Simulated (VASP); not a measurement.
Pr: single point with r2SCAN

Crystal: Pr.

```
Pr
1.0
     0.00000    2.60000    2.60000
     2.60000    0.00000    2.60000
     2.60000    2.60000    0.00000
Pr
1
Direct
  0.00000 0.00000 0.00000
```

This isn't the form of Pr at room conditions, which is double hcp.

| Property | Result |
| --- | --- |
| Program | VASP 6.6.1 |
| Task | single point |
| Functional | r2SCAN |
| Potentials or basis | VASP PAW PBE potentials, release 64 (Pr) |
| Cutoff | 800 eV |
| k mesh | 4 × 4 × 4 |
| Occupations | gaussian, width 0.05 eV |
| Spin | no spin polarisation |
| Dipole correction | no |
| Further INCAR settings | ALGO = Normal; EDIFF = 1e-06; NBANDS = 12 |

The pressure is -4.7 GPa. The band gap on the k mesh is zero (an odd number of electrons rules out a gap without spin polarisation).

Levels at points of the mesh, in eV from the Fermi level:
```csv
k point,band 4,band 5,band 6,band 7,band 8,band 9
"(0.00, 0.00, 0.00)",-18.09,-3.54,-0.41,0.08,0.08,0.08
"(0.50, 0.00, 0.00)",-18.24,-1.62,-0.21,0.06,0.31,0.31
"(0.50, 0.50, 0.00)",-18.52,-1.87,-1.13,0.12,0.18,0.30
```

Wall time 2.6 min on 1 thread of Intel Xeon 8259CL, on a shared host, peak memory 0.22 GiB.

Caveat: the k points lie up to 0.52 Å⁻¹ apart, too coarse for converged energies and pressures of a metal; the PAW data sets were made with another functional, which shifts forces and pressure a little; spin-orbit coupling is left out, which moves the levels of the heavy elements; semilocal functionals describe open f shells poorly, which spoils levels, moments and volumes. Spin polarisation is off, so any magnetic state and its effect on volume and gap are missing.
